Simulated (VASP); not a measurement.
# CaS (Fm-3m) in VASP: a series of runs

Runs on CaS. Level: LDA. Tasks: single point, relaxation of cell and atoms.

Everything below comes from runs of VASP 6.6.1. Logs are shortened: lines on timing, memory, paths and dates and some standing lists are left out, and cuts for length are marked.

### Step 1. The cell of the first run

It takes space group Fm-3m (No. 225, cubic). Conventional cell: a = 5.565 Å, b = 5.565 Å, c = 5.565 Å, α = 90.00°, β = 90.00°, γ = 90.00°. Within 3.7 Å of Ca (site symmetry m-3m) lie 6 S at 2.78 Å. Within 3.7 Å of S (site symmetry m-3m) lie 6 Ca at 2.78 Å.

### Step 2. Single point, LDA

Contents of INCAR:

```
SYSTEM = CaS
ALGO = Normal
EDIFF = 1E-6
ENCUT = 500
GGA = CA
GGA_COMPAT = .False.
ISIF = 2
ISMEAR = -1
LASPH = .True.
LCHARG = .True.
LELF = .True.
LREAL = .False.
LVHAR = .True.
LWAVE = .False.
NBANDS = 15
NELM = 120
PREC = Accurate
SIGMA = 0.02
```

Contents of KPOINTS:

```
k-points
0
Gamma
  8 8 8
  0 0 0
```

Contents of POSCAR:

```
CaS
1.0
    0.0000000000      2.7825343734      2.7825343734
    2.7825343734      0.0000000000      2.7825343734
    2.7825343734      2.7825343734      0.0000000000
Ca S
1 1
Direct
    0.0000000000      0.0000000000      0.0000000000
    0.5000000000      0.5000000000      0.5000000000
```

Potentials or basis: VASP PAW LDA potentials, release 64 (Ca_sv, S).

Started as:

```console
> cat potpaw_LDA.64/Ca_sv/POTCAR potpaw_LDA.64/S/POTCAR > POTCAR
> mpirun -np 1 vasp_std > vasp.out
```

OUTCAR:

```text
SYSTEM = CaS
   EDIFF = 1E-6
   ENCUT = 500
   GGA = CA
   ISIF = 2
   ISMEAR = -1
   LASPH = .True.
   LREAL = .False.
   NELM = 120
   PREC = Accurate

 ion  position               nearest neighbor table
   1  0.000  0.000  0.000-   2 2.78   2 2.78   2 2.78   2 2.78   2 2.78   2 2.78
   2  0.500  0.500  0.500-   1 2.78   1 2.78   1 2.78   1 2.78   1 2.78   1 2.78

  LATTYP: Found a face centered cubic cell.
 ALAT       =     5.5650687468

  Lattice vectors:

 A1 = (   0.0000000000,   2.7825343734,   2.7825343734)
 A2 = (   2.7825343734,   0.0000000000,   2.7825343734)
 A3 = (   2.7825343734,   2.7825343734,   0.0000000000)

Analysis of symmetry for initial positions (statically):
=====================================================================
 Subroutine PRICEL returns:
 Original cell was already a primitive cell.

 Routine SETGRP: Setting up the symmetry group for a
 face centered cubic supercell.

 Subroutine GETGRP returns: Found 48 space group operations
 (whereof 48 operations were pure point group operations)
 out of a pool of 48 trial point group operations.

The static configuration has the point symmetry O_h .

Analysis of symmetry for dynamics (positions and initial velocities):
=====================================================================
 Subroutine PRICEL returns:
 Original cell was already a primitive cell.

 Routine SETGRP: Setting up the symmetry group for a
 face centered cubic supercell.

 Subroutine GETGRP returns: Found 48 space group operations
 (whereof 48 operations were pure point group operations)
 out of a pool of 48 trial point group operations.

The dynamic configuration has the point symmetry O_h .

 Subroutine INISYM returns: Found 48 space group operations
 (whereof 48 operations are pure point group operations),
 and found     1 'primitive' translations

----------------------------------------------------------------------------------------

                                     Primitive cell

  volume of cell :      43.0875

  direct lattice vectors                    reciprocal lattice vectors
     0.000000000  2.782534373  2.782534373    -0.179692300  0.179692300  0.179692300
     2.782534373  0.000000000  2.782534373     0.179692300 -0.179692300  0.179692300
     2.782534373  2.782534373  0.000000000     0.179692300  0.179692300 -0.179692300

  length of vectors
     3.935097849  3.935097849  3.935097849     0.311236192  0.311236192  0.311236192

  position of ions in fractional coordinates (direct lattice)
     0.000000000  0.000000000  0.000000000
     0.500000000  0.500000000  0.500000000

  ion indices of the primitive-cell ions
   primitive index   ion index
                 1           1
                 2           2

----------------------------------------------------------------------------------------

 KPOINTS: k-points

Automatic generation of k-mesh.
 Grid dimensions read from file:
 generate k-points for:    8    8    8

 Generating k-lattice:

  Cartesian coordinates                     Fractional coordinates (reciprocal lattice)
    -0.022461537  0.022461537  0.022461537     0.125000000  0.000000000  0.000000000
     0.022461537 -0.022461537  0.022461537     0.000000000  0.125000000  0.000000000
     0.022461537  0.022461537 -0.022461537     0.000000000  0.000000000  0.125000000

  Length of vectors
     0.038904524  0.038904524  0.038904524

  Shift w.r.t. Gamma in fractional coordinates (k-lattice)
     0.000000000  0.000000000  0.000000000

 Subroutine IBZKPT returns following result:
 ===========================================

 Found     29 irreducible k-points:

 Following reciprocal coordinates:
            Coordinates               Weight
  0.000000  0.000000  0.000000      1.000000
  0.125000  0.000000  0.000000      8.000000
  0.250000  0.000000  0.000000      8.000000
  0.375000  0.000000  0.000000      8.000000
  0.500000  0.000000  0.000000      4.000000
  0.125000  0.125000  0.000000      6.000000
[... 16 lines left out ...]
  0.500000  0.250000  0.125000     48.000000
 -0.375000  0.250000  0.125000     24.000000
 [... further k-points ...]
   k-points           NKPTS =     29   k-points in BZ     NKDIM =     29   number of bands    NBANDS=     15
   number of dos      NEDOS =    301   number of ions     NIONS =      2
   total plane-waves  NPLWV =  27000
   dimension x,y,z NGX =    30 NGY =   30 NGZ =   30
   dimension x,y,z NGXF=    60 NGYF=   60 NGZF=   60
   ions per type =               1   1
   NGX,Y,Z   is equivalent  to a cutoff of  12.67, 12.67, 12.67 a.u.
   NGXF,Y,Z  is equivalent  to a cutoff of  25.35, 25.35, 25.35 a.u.
 SYSTEM =  CaS
   PREC   = accura    normal or accurate (medium, high low for compatibility)
   ISTART =      0    job   : 0-new  1-cont  2-samecut
   ICHARG =      2    charge: 1-file 2-atom 10-const
   ISPIN  =      1    spin polarized calculation?
   LNONCOLLINEAR =      F non collinear calculations
   LSORBIT =      F    spin-orbit coupling
   LASPH  =      T    aspherical Exc in radial PAW
   ENCUT  =  500.0 eV  36.75 Ry    6.06 a.u.   7.17  7.17  7.17*2*pi/ulx,y,z
   NELM   =    120;   NELMIN=  2; NELMDL= -5     # of ELM steps
   EDIFF  = 0.1E-05   stopping-criterion for ELM
   LREAL  =      F    real-space projection
[... 7 lines left out ...]
   TEBEG  =    0.0;   TEEND  =   0.0 temperature during run
   PSTRESS=    0.0 pullay stress
   NELECT =      16.0000    total number of electrons
   NUPDOWN=      -1.0000    fix difference up-down
   EMIN   =  10.00;   EMAX   =-10.00  energy-range for DOS
   EFERMI =   0.00;   METHOD = LEGACY
   ISMEAR =    -1;   SIGMA  =   0.02  broadening in eV -4-tet -1-fermi 0-gaus
   EFERMI_NEDOS =   21; number of points for ismear=-14 and -15
   IALGO  =     38    algorithm
   IMIX   =      4    mixing-type and parameters
     AMIX     =   0.40;   BMIX     =  1.00
     AMIX_MAG =   1.60;   BMIX_MAG =  1.00
  volume/ion in A,a.u.               =      21.54       145.38
  Fermi-wavevector in a.u.,A,eV,Ry     =   1.176696  2.223633 18.838811  1.384614
  Thomas-Fermi vector in A             =   2.313055
   LORBIT       =      0    0 simple, 1 ext, 2 COOP (PROOUT), +10 PAW based schemes
   GGA     = CA    functional components
   LHFCALC =     F    Hartree Fock is set to
   AEXX    =    0.0000 exact exchange contribution
   IVDW    =     0    specifies the selected vdW correction
   LEPSILON=     F    determine dielectric tensor
   LRPA    =     F    only Hartree local field effects (RPA)
 non-spin polarized calculation
  energy-cutoff  :      500.00
  volume of cell :       43.09
 maximum number of plane-waves:      1108
 NGX is ok and might be reduce to    30
   NGX = 15   NGY = 15   NGZ = 15

 number of electron      15.9999997 magnetization

 Free energy of the ion-electron system (eV)
  ---------------------------------------------------
  ext. energy  EPLUGINS =         0.00000000
  ---------------------------------------------------
  free energy    TOTEN  =       -11.43339000 eV

  energy without entropy =      -11.43339000  energy(sigma->0) =      -11.43339000

 E-fermi :   3.5322     XC(G=0):  -9.9961

 val. band max:        3.0783843626   @ k =   0.0000   0.0000   0.0000
 cond. band min:       5.0417576886   @ k =   0.5000   0.5000   0.0000
 fundamental gap:      1.9633733261
 Fermi energy:         3.5321705478

 k-point     1 :       0.0000    0.0000    0.0000
  band No.  band energies     occupation
      1     -35.4375      2.00000
      2     -16.7241      2.00000
      3     -16.7241      2.00000
      4     -16.7241      2.00000
      5      -8.4538      2.00000
      6       3.0784      2.00000
      7       3.0784      2.00000
      8       3.0784      2.00000
      9       7.0118      0.00000
     10       7.0118      0.00000
     11       7.0118      0.00000
     12       7.4099      0.00000
     13       7.7171      0.00000
     14       7.7171      0.00000
     15      13.8635      0.00000

 k-point     2 :       0.1250    0.0000    0.0000
  band No.  band energies     occupation
      1     -35.4349      2.00000
      2     -16.7614      2.00000
      3     -16.7268      2.00000
      4     -16.7268      2.00000
      5      -8.3214      2.00000
      6       2.3430      2.00000
      7       2.8056      2.00000
      8       2.8056      2.00000
      9       7.0560      0.00000
     10       7.2665      0.00000
     11       7.2665      0.00000
     12       8.1881      0.00000
     13       8.1881      0.00000
     14       8.1945      0.00000
     15      14.1550      0.00000

 k-point     3 :       0.2500    0.0000    0.0000
  band No.  band energies     occupation
      1     -35.4285      2.00000
      2     -16.8491      2.00000
      3     -16.7332      2.00000
      4     -16.7332      2.00000
      5      -7.9845      2.00000
      6       1.0586      2.00000
      7       2.2862      2.00000
      8       2.2862      2.00000
      9       7.2076      0.00000
     10       7.9086      0.00000
     11       7.9086      0.00000
     12       9.3383      0.00000
     13       9.3383      0.00000
     14       9.5866      0.00000
     15      13.7101      0.00000
[... 343 lines left out ...]
 k-point    23 :       0.5000    0.2500    0.1250
  band No.  band energies     occupation
      1     -35.4188      2.00000
      2     -16.9041      2.00000
      3     -16.7902      2.00000
      4     -16.7544      2.00000
      5      -7.6086      2.00000
      6       0.3109      2.00000
      7       1.6030      2.00000
      8       1.8442      2.00000
      9       7.2175      0.00000
     10       8.9775      0.00000
     11       9.2568      0.00000
     12       9.4137      0.00000
     13      10.1178      0.00000
     14      11.7834      0.00000
     15      12.1342      0.00000

 k-point    24 :      -0.3750    0.2500    0.1250
  band No.  band energies     occupation
      1     -35.4167      2.00000
      2     -16.9220      2.00000
      3     -16.7947      2.00000
      4     -16.7611      2.00000
      5      -7.5131      2.00000
      6       0.1659      2.00000
      7       1.3984      2.00000
      8       1.7437      2.00000
      9       7.9654      0.00000
     10       8.3047      0.00000
     11       9.5765      0.00000
     12       9.9911      0.00000
     13      10.2747      0.00000
     14      11.2508      0.00000
     15      12.7381      0.00000

 [... further k-points ...]
[... 5 lines left out ...]
  --------------------------------------------------------------------------------------
  -------------------------------------------------------------------------------------
  Total        0.0588874      0.0588874      0.0588874      0.0000000      0.0000000      0.0000000
  in kB        2.1896823      2.1896823      2.1896823      0.0000000      0.0000000      0.0000000
  external PRESSURE =       2.1896823 kB  Pullay stress =       0.0000000 kB

 VOLUME and BASIS-vectors are now :
 -----------------------------------------------------------------------------
  energy-cutoff  :      500.00
  volume of cell :       43.09
      direct lattice vectors                 reciprocal lattice vectors
     0.000000000  2.782534373  2.782534373    -0.179692300  0.179692300  0.179692300
     2.782534373  0.000000000  2.782534373     0.179692300 -0.179692300  0.179692300
     2.782534373  2.782534373  0.000000000     0.179692300  0.179692300 -0.179692300

 POSITION                                       TOTAL-FORCE (eV/Angst)
 -----------------------------------------------------------------------------------
      0.00000      0.00000      0.00000         0.000000     -0.000000      0.000000
      2.78253      2.78253      2.78253        -0.000000      0.000000     -0.000000
 -----------------------------------------------------------------------------------
    total drift:                               -0.000000      0.000000      0.000000

  FREE ENERGIE OF THE ION-ELECTRON SYSTEM (eV)
  ---------------------------------------------------
  free  energy   TOTEN  =       -11.4333900016 eV

  energy  without entropy=      -11.4333900016  energy(sigma->0) =      -11.43339000
```

Wall time 17 s (1 thread of Intel Xeon Platinum 8488C (Sapphire Rapids), shared host); peak memory 0.15 GiB.

What came out:

| Property | Result |
| --- | --- |
| Free energy | -11.4334 eV |
| Pressure | 0.2 GPa |
| Band gap on the k mesh | 1.96 eV (least direct gap 2.83 eV) |

Levels at points of the mesh, in eV from the valence-band top:
| k point | band 6 | band 7 | band 8 | band 9 | band 10 | band 11 |
| --- | --- | --- | --- | --- | --- | --- |
| (0.00, 0.00, 0.00) | 0.00 | 0.00 | 0.00 | 3.93 | 3.93 | 3.93 |
| (0.50, 0.00, 0.00) | -3.43 | -1.35 | -1.35 | 5.16 | 6.11 | 6.22 |
| (0.50, 0.50, 0.00) | -2.46 | -0.87 | -0.87 | 1.96 | 5.59 | 6.12 |

A k mesh can miss the band edges.

(Part 1 of 2 ends here.)
